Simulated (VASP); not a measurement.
Here is a VASP 6.6.1 calculation.

File INCAR:

```
SYSTEM = PtSeS4
PREC     = Accurate       ! precision mode
ENCUT    = 600            ! plane-wave cutoff, eV
EDIFF    = 1E-6           ! SCF threshold, eV
ISMEAR   = 0              ! smearing method
SIGMA    = 0.1            ! smearing width, eV
LREAL    = .False.        ! projectors in reciprocal space
LASPH    = .True.         ! aspherical terms in the spheres
NELM     = 100            ! most SCF steps
ALGO     = Normal         ! electronic algorithm
ISIF     = 3              ! what is computed and relaxed
LWAVE    = .False.        ! write WAVECAR
LCHARG   = .False.        ! write CHGCAR
GGA      = PE             ! functional
IBRION   = 2              ! ionic algorithm
NSW      = 80             ! ionic steps
EDIFFG   = -0.025         ! ionic threshold
```

Contents of KPOINTS:

```
regular mesh
0
Gamma
  4 2 1
  0 0 0
```

File POSCAR:

```
PtSeS4
1.0
    3.5915873114     -0.0151773971     -0.0180737438
   -0.0262880231      6.1337158274      0.0060975272
   -0.0656350127      0.0127844065     13.1428417875
Pt Se S
2 2 8
Direct
   -0.0325236614     -0.0185694693      0.5079435473
    0.4922267234      0.5370699089      0.5335878401
   -0.0075204386      0.0153437317     -0.0098766011
    0.5118419325      0.5342298606     -0.0089028327
    0.4977645403      0.0875530890      0.5839914223
   -0.0232720046      0.6118789830      0.5809408895
    0.5671928268      0.1970463385      0.0892063164
   -0.0047669148      0.6780533415      0.1292800633
    0.0069443555      0.3496010962      0.8867838583
    0.5220236024      0.8639411415      0.9044218874
   -0.0403292771      0.3234126258      0.4050808270
    0.5104183156      0.8204393525      0.3975427822
```

Potentials or basis: VASP PAW PBE potentials, release 64 (Pt, Se, S).

Run with:

```sh
$ cat potpaw_PBE.64/Pt/POTCAR potpaw_PBE.64/Se/POTCAR potpaw_PBE.64/S/POTCAR > POTCAR
$ mpirun -np 1 vasp_std > vasp.out
```

Task: Estimate the space group after relaxing (to 0.1 Å).

Result: P1 (No. 1).

Task: Estimate the relaxed volume.

Result: 24.79 Å³/atom.

The path:
```
step  energy change (eV)  largest force (eV/Å)  pressure (GPa)  volume (Å³)
   1              0.0000               11.0143           11.34       289.52
   2             -2.2777                2.3950           -9.97       365.20
   3             -4.6677                5.2292           -5.16       325.60
   4             -6.5699                1.4705           -2.21       303.70
   5             -6.5743                1.5037           -1.95       302.72
   6             -7.1107                1.3114            1.94       288.15
   7             -7.1107                1.3125            1.98       288.04
   8             -7.3712                0.6637           -0.27       293.14
   9             -7.3719                0.7258           -0.37       293.41
  10             -7.4247                0.2855            0.00       292.02
  11             -7.4249                0.2999            0.03       291.93
  12             -7.4441                0.2132            0.11       291.72
  13             -7.4473                0.2698            0.18       291.59
  14             -7.4608                0.1462           -0.12       292.61
  15             -7.4632                0.1607           -0.30       293.25
  16             -7.4713                0.2018            0.28       291.78
  17             -7.4713                0.2066            0.33       291.67
  18             -7.4799                0.1931            0.26       292.16
  19             -7.4919                0.2135            0.15       293.50
  20             -7.5037                0.1843           -0.07       294.79
  21             -7.5079                0.1786           -0.24       295.99
  22             -7.5189                0.2158            0.14       295.75
  23             -7.5201                0.2560            0.31       295.64
  24             -7.5299                0.1560           -0.06       297.53
  25             -7.5308                0.1451           -0.19       298.27
  26             -7.5371                0.1438            0.00       298.00
  27             -7.5377                0.1464            0.08       297.89
  28             -7.5416                0.0763           -0.10       298.31
  29             -7.5419                0.0664           -0.15       298.45
  30             -7.5433                0.0643            0.13       297.41
  31             -7.5433                0.0622            0.10       297.49
  32             -7.5442                0.0374           -0.04       297.70
  33             -7.5442                0.0347           -0.03       297.69
  34             -7.5444                0.0185            0.02       297.47
```

Caveat: the k points lie up to 0.50 Å⁻¹ apart in the final cell.
